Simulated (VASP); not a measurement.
# PbO (Pbcm) in VASP: notebook

The runs below take PbO through single point, with PBEsol.

Everything below comes from runs of VASP 6.6.1. Logs are shortened: lines on timing, memory, paths and dates and some standing lists are left out, and cuts for length are marked.

### Step 1. The cell of the first run

Symmetry: Pbcm, No. 57, orthorhombic system. The conventional cell has a = 5.756 Å, b = 5.364 Å, c = 4.646 Å, α = 90.00°, β = 90.00°, γ = 90.00°. Within 2.8 Å of Pb (site symmetry m) lie 4 O at 2.12 to 2.45 Å. Within 2.8 Å of O (site symmetry m) lie 4 Pb at 2.12 to 2.45 Å.

### Step 2. Single point, PBEsol

File INCAR:

```
PREC = Accurate ; ENCUT = 520
EDIFF = 1E-6 ; ISMEAR = -1
SIGMA = 0.05 ; LREAL = F
LASPH = T ; NELM = 100
ALGO = Normal ; ISIF = 2
LWAVE = F ; LCHARG = F
GGA = PS ; NBANDS = 50
```

File KPOINTS:

```
Automatic mesh
0
Gamma
  5 5 6
```

File POSCAR:

```
PbO
1.0
    5.7560479748      0.0000000000      0.0000000000
    0.0000000000      5.3642135313      0.0000000000
    0.0000000000      0.0000000000      4.6461769136
Pb O
4 4
Direct
    0.7690000000      0.5140000000      0.2500000000
    0.2310000000      0.4860000000      0.7500000000
    0.7690000000      0.9860000000      0.7500000000
    0.2310000000      0.0140000000      0.2500000000
    0.1320000000      0.5820000000      0.2500000000
    0.8680000000      0.4180000000      0.7500000000
    0.1320000000      0.9180000000      0.7500000000
    0.8680000000      0.0820000000      0.2500000000
```

Potentials or basis: VASP PAW PBE potentials, release 64 (Pb_d, O).

Run with:

```bash
> cat potpaw_PBE.64/Pb_d/POTCAR potpaw_PBE.64/O/POTCAR > POTCAR
> mpirun -np 1 vasp_std > vasp.out
```

OUTCAR:

```text
PREC = Accurate
   ENCUT = 520
   EDIFF = 1E-6
   ISMEAR = -1
   LREAL = F
   LASPH = T
   NELM = 100
   ISIF = 2
   GGA = PS

 ion  position               nearest neighbor table
   1  0.769  0.514  0.250-   5 2.12   8 2.39   6 2.45   6 2.45   3 3.44   3 3.44   2 3.53   2 3.53
                             3 3.66   3 3.66   4 3.78   4 3.78   2 3.87   2 3.87   4 4.10   4 4.10
   2  0.231  0.486  0.750-   6 2.12   7 2.39   5 2.45   5 2.45   4 3.44   4 3.44   1 3.53   1 3.53
                             4 3.66   4 3.66   3 3.78   3 3.78   1 3.87   1 3.87   3 4.10   3 4.10
   3  0.769  0.986  0.750-   7 2.12   6 2.39   8 2.45   8 2.45   1 3.44   1 3.44   4 3.53   4 3.53
                             1 3.66   1 3.66   2 3.78   2 3.78   4 3.87   4 3.87   2 4.10   2 4.10
   4  0.231  0.014  0.250-   8 2.12   5 2.39   7 2.45   7 2.45   2 3.44   2 3.44   3 3.53   3 3.53
                             2 3.66   2 3.66   1 3.78   1 3.78   3 3.87   3 3.87   1 4.10   1 4.10
   5  0.132  0.582  0.250-   1 2.12   4 2.39   2 2.45   2 2.45
   6  0.868  0.418  0.750-   2 2.12   3 2.39   1 2.45   1 2.45
   7  0.132  0.918  0.750-   3 2.12   2 2.39   4 2.45   4 2.45
   8  0.868  0.082  0.250-   4 2.12   1 2.39   3 2.45   3 2.45

  LATTYP: Found a simple orthorhombic cell.
 ALAT       =     4.6461769136
 B/A-ratio  =     1.1545435378
 C/A-ratio  =     1.2388783470

  Lattice vectors:

 A1 = (   0.0000000000,   0.0000000000,  -4.6461769136)
 A2 = (   0.0000000000,   5.3642135313,   0.0000000000)
 A3 = (   5.7560479748,   0.0000000000,   0.0000000000)

Analysis of symmetry for initial positions (statically):
=====================================================================
 Subroutine PRICEL returns:
 Original cell was already a primitive cell.

 Routine SETGRP: Setting up the symmetry group for a
 simple orthorhombic supercell.

 Subroutine GETGRP returns: Found  8 space group operations
 (whereof  2 operations were pure point group operations)
 out of a pool of  8 trial point group operations.

The static configuration has the point symmetry S_2 .
 The point group associated with its full space group is D_2h.

Analysis of symmetry for dynamics (positions and initial velocities):
=====================================================================
 Subroutine PRICEL returns:
 Original cell was already a primitive cell.

 Routine SETGRP: Setting up the symmetry group for a
 simple orthorhombic supercell.

 Subroutine GETGRP returns: Found  8 space group operations
 (whereof  2 operations were pure point group operations)
 out of a pool of  8 trial point group operations.

The dynamic configuration has the point symmetry S_2 .
 The point group associated with its full space group is D_2h.

 Subroutine INISYM returns: Found  8 space group operations
 (whereof  2 operations are pure point group operations),
 and found     1 'primitive' translations

----------------------------------------------------------------------------------------

                                     Primitive cell

  volume of cell :     143.4585

  direct lattice vectors                    reciprocal lattice vectors
     5.756047975  0.000000000  0.000000000     0.173730310  0.000000000  0.000000000
     0.000000000  5.364213531  0.000000000     0.000000000  0.186420618  0.000000000
     0.000000000  0.000000000  4.646176914     0.000000000  0.000000000  0.215230719

  length of vectors
     5.756047975  5.364213531  4.646176914     0.173730310  0.186420618  0.215230719

  position of ions in fractional coordinates (direct lattice)
     0.769000000  0.514000000  0.250000000
     0.231000000  0.486000000  0.750000000
     0.769000000  0.986000000  0.750000000
     0.231000000  0.014000000  0.250000000
     0.132000000  0.582000000  0.250000000
     0.868000000  0.418000000  0.750000000
     0.132000000  0.918000000  0.750000000
     0.868000000  0.082000000  0.250000000

  ion indices of the primitive-cell ions
   primitive index   ion index
                 1           1
                 2           2
                 3           3
                 4           4
                 5           5
                 6           6
                 7           7
                 8           8

----------------------------------------------------------------------------------------

 KPOINTS: Automatic mesh

Automatic generation of k-mesh.
 Grid dimensions read from file:
 generate k-points for:    5    5    6

 Generating k-lattice:

  Cartesian coordinates                     Fractional coordinates (reciprocal lattice)
     0.034746062  0.000000000  0.000000000     0.200000000  0.000000000  0.000000000
     0.000000000  0.037284124  0.000000000     0.000000000  0.200000000  0.000000000
     0.000000000  0.000000000  0.035871787     0.000000000  0.000000000  0.166666667

  Length of vectors
     0.034746062  0.037284124  0.035871787

  Shift w.r.t. Gamma in fractional coordinates (k-lattice)
     0.000000000  0.000000000  0.000000000

 Subroutine IBZKPT returns following result:
 ===========================================

 Found     36 irreducible k-points:

 Following reciprocal coordinates:
            Coordinates               Weight
  0.000000  0.000000  0.000000      1.000000
  0.200000  0.000000  0.000000      2.000000
  0.400000  0.000000  0.000000      2.000000
  0.000000  0.200000  0.000000      2.000000
  0.200000  0.200000  0.000000      4.000000
  0.400000  0.200000  0.000000      4.000000
[... 16 lines left out ...]
  0.200000  0.200000  0.333333      8.000000
  0.400000  0.200000  0.333333      8.000000
 [... further k-points ...]
   k-points           NKPTS =     36   k-points in BZ     NKDIM =     36   number of bands    NBANDS=     50
   number of dos      NEDOS =    301   number of ions     NIONS =      8
   total plane-waves  NPLWV =  69120
   dimension x,y,z NGX =    48 NGY =   40 NGZ =   36
   dimension x,y,z NGXF=    96 NGYF=   80 NGZF=   72
   ions per type =               4   4
   NGX,Y,Z   is equivalent  to a cutoff of  13.86, 12.40, 12.88 a.u.
   NGXF,Y,Z  is equivalent  to a cutoff of  27.73, 24.79, 25.76 a.u.
 SYSTEM =  unknown system
   PREC   = accura    normal or accurate (medium, high low for compatibility)
   ISTART =      0    job   : 0-new  1-cont  2-samecut
   ICHARG =      2    charge: 1-file 2-atom 10-const
   ISPIN  =      1    spin polarized calculation?
   LNONCOLLINEAR =      F non collinear calculations
   LSORBIT =      F    spin-orbit coupling
   LASPH  =      T    aspherical Exc in radial PAW
   ENCUT  =  520.0 eV  38.22 Ry    6.18 a.u.  10.70  9.97  8.64*2*pi/ulx,y,z
   NELM   =    100;   NELMIN=  2; NELMDL= -5     # of ELM steps
   EDIFF  = 0.1E-05   stopping-criterion for ELM
   LREAL  =      F    real-space projection
[... 7 lines left out ...]
   TEBEG  =    0.0;   TEEND  =   0.0 temperature during run
   PSTRESS=    0.0 pullay stress
   NELECT =      80.0000    total number of electrons
   NUPDOWN=      -1.0000    fix difference up-down
   EMIN   =  10.00;   EMAX   =-10.00  energy-range for DOS
   EFERMI =   0.00;   METHOD = LEGACY
   ISMEAR =    -1;   SIGMA  =   0.05  broadening in eV -4-tet -1-fermi 0-gaus
   EFERMI_NEDOS =   21; number of points for ismear=-14 and -15
   IALGO  =     38    algorithm
   IMIX   =      4    mixing-type and parameters
     AMIX     =   0.40;   BMIX     =  1.00
     AMIX_MAG =   1.60;   BMIX_MAG =  1.00
  volume/ion in A,a.u.               =      17.93       121.01
  Fermi-wavevector in a.u.,A,eV,Ry     =   1.347502  2.546410 24.704938  1.815762
  Thomas-Fermi vector in A             =   2.475247
   LORBIT       =      0    0 simple, 1 ext, 2 COOP (PROOUT), +10 PAW based schemes
   GGA     = PS    functional components
   LHFCALC =     F    Hartree Fock is set to
   AEXX    =    0.0000 exact exchange contribution
   IVDW    =     0    specifies the selected vdW correction
   LEPSILON=     F    determine dielectric tensor
   LRPA    =     F    only Hartree local field effects (RPA)
 non-spin polarized calculation
  energy-cutoff  :      520.00
  volume of cell :      143.46
 maximum number of plane-waves:      3886
 NGX is ok and might be reduce to    48
   NGX = 21   NGY = 19   NGZ = 17

 number of electron      80.0000027 magnetization

 Free energy of the ion-electron system (eV)
  ---------------------------------------------------
  ext. energy  EPLUGINS =         0.00000000
  ---------------------------------------------------
  free energy    TOTEN  =       -45.19647762 eV

  energy without entropy =      -45.19647762  energy(sigma->0) =      -45.19647762

 E-fermi :   6.3280     XC(G=0): -10.7086

 val. band max:        5.3342607576   @ k =   0.0000   0.2000   0.0000
 cond. band min:       7.2661872204   @ k =   0.4000   0.4000   0.3333
 fundamental gap:      1.9319264628
 Fermi energy:         6.3280179141

 k-point     1 :       0.0000    0.0000    0.0000
  band No.  band energies     occupation
      1     -12.6089      2.00000
      2     -12.2989      2.00000
      3     -12.2271      2.00000
      4     -12.1417      2.00000
      5     -10.1690      2.00000
      6     -10.0929      2.00000
[... 42 lines left out ...]
     49      13.3143      0.00000
     50      13.8100      0.00000

 k-point     2 :       0.2000    0.0000    0.0000
  band No.  band energies     occupation
      1     -12.5950      2.00000
      2     -12.2910      2.00000
      3     -12.2158      2.00000
      4     -12.1311      2.00000
      5     -10.1646      2.00000
      6     -10.0960      2.00000
[... 42 lines left out ...]
     49      13.2022      0.00000
     50      13.2452      0.00000

 k-point     3 :       0.4000    0.0000    0.0000
  band No.  band energies     occupation
      1     -12.5720      2.00000
      2     -12.2778      2.00000
      3     -12.1970      2.00000
      4     -12.1138      2.00000
      5     -10.1555      2.00000
      6     -10.1048      2.00000
[... 1102 lines left out ...]
     49      12.7349      0.00000
     50      12.9495      0.00000

 k-point    24 :       0.4000    0.2000    0.3333
  band No.  band energies     occupation
      1     -12.3134      2.00000
      2     -12.1744      2.00000
      3     -12.0962      2.00000
      4     -12.0945      2.00000
      5     -10.0710      2.00000
      6     -10.0554      2.00000
[... 42 lines left out ...]
     49      12.9782      0.00000
     50      13.3094      0.00000

 [... further k-points ...]

------------------------ aborting loop because EDIFF is reached ----------------------------------------

  FORCE on cell =-STRESS in cart. coord.  units (eV):
  Direction    XX          YY          ZZ          XY          YZ          ZX
  --------------------------------------------------------------------------------------
  -------------------------------------------------------------------------------------
  Total        9.3487787     -0.9141177      2.6458108      0.0000000      0.0000000      0.0000000
  in kB      104.4093172    -10.2090779     29.5490254      0.0000000      0.0000000      0.0000000
  external PRESSURE =      41.2497549 kB  Pullay stress =       0.0000000 kB

 VOLUME and BASIS-vectors are now :
 -----------------------------------------------------------------------------
  energy-cutoff  :      520.00
  volume of cell :      143.46
      direct lattice vectors                 reciprocal lattice vectors
     5.756047975  0.000000000  0.000000000     0.173730310  0.000000000  0.000000000
     0.000000000  5.364213531  0.000000000     0.000000000  0.186420618  0.000000000
     0.000000000  0.000000000  4.646176914     0.000000000  0.000000000  0.215230719

 POSITION                                       TOTAL-FORCE (eV/Angst)
 -----------------------------------------------------------------------------------
      4.42640      2.75721      1.16154        -0.965638     -0.798308      0.000000
      1.32965      2.60701      3.48463         0.965638      0.798308     -0.000000
      4.42640      5.28911      3.48463        -0.965638      0.798308     -0.000000
      1.32965      0.07510      1.16154         0.965638     -0.798308      0.000000
      0.75980      3.12197      1.16154         1.030889      0.376913      0.000000
      4.99625      2.24224      3.48463        -1.030889     -0.376913     -0.000000
      0.75980      4.92435      3.48463         1.030889     -0.376913      0.000000
      4.99625      0.43987      1.16154        -1.030889      0.376913      0.000000
 -----------------------------------------------------------------------------------
    total drift:                                0.000000     -0.000000     -0.000000

  FREE ENERGIE OF THE ION-ELECTRON SYSTEM (eV)
  ---------------------------------------------------
  free  energy   TOTEN  =       -45.1964776242 eV

  energy  without entropy=      -45.1964776228  energy(sigma->0) =      -45.19647762
```

Run time: 3.9 min. Hardware: 1 thread of Oxide Virtual Turin-like, shared host; peak memory 0.32 GiB.

What came out:

* Free energy: -45.1965 eV
* Pressure: 4.1 GPa
* Largest force: 1.253 eV/Å
* Band gap on the k mesh: 1.93 eV, indirect (least direct gap 2.14 eV)

Forces in eV/Å, atoms in the order of the input:
```
Pb  -0.966 -0.798  0.000
Pb   0.966  0.798  0.000
Pb  -0.966  0.798  0.000
Pb   0.966 -0.798  0.000
O    1.031  0.377  0.000
O   -1.031 -0.377  0.000
O    1.031 -0.377  0.000
O   -1.031  0.377  0.000
```

Levels at points of the mesh, in eV from the valence-band top:
| k point | band 38 | band 39 | band 40 | band 41 | band 42 | band 43 |
| --- | --- | --- | --- | --- | --- | --- |
| (0.00, 0.00, 0.00) | -1.26 | -0.44 | 0.00 | 3.63 | 4.22 | 4.47 |
| (0.00, 0.00, 0.50) | -0.82 | -0.18 | -0.18 | 4.26 | 4.26 | 4.94 |

Caveat: the PAW data sets were made with another functional, which shifts forces and pressure a little; spin-orbit coupling is left out, which moves the levels of the heavy elements.

[end of part 1 of 2]
